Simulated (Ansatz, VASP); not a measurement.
## Y: VASP beside Ansatz

```
CELL_PARAMETERS angstrom
3.69784 0.00000 0.00000
-1.84892 3.20242 0.00000
0.00000 0.00000 5.77774
ATOMIC_POSITIONS crystal
Y 0.33333 0.66667 0.25000
Y 0.66667 0.33333 0.75000
```

Alike in both runs: functional RPBE; k mesh 10 × 10 × 6; occupations fermi-dirac, width 0.1 eV; no spin polarisation.

Ansatz relaxed the structure, and its values are those at the end. VASP's run is a single point on that final structure, the one shown.

|  | VASP | Ansatz |
| --- | --- | --- |
| version | VASP 6.6.1 | Ansatz 0.2.0 |
| potentials or method | VASP PAW PBE potentials, release 64 (Y_sv), cutoff 520 eV | plane waves (420 eV) with PAW, scalar-relativistic |
| valence electrons in the cell | 22 | 22 |

```tsv
	VASP	Ansatz	Ansatz less VASP
pressure (GPa)	-0.1	0.0	+0.09
```

VASP's potentials were made for PBE, not for RPBE. With one functional, cell and mesh, what is left measures potentials, basis and numerics.
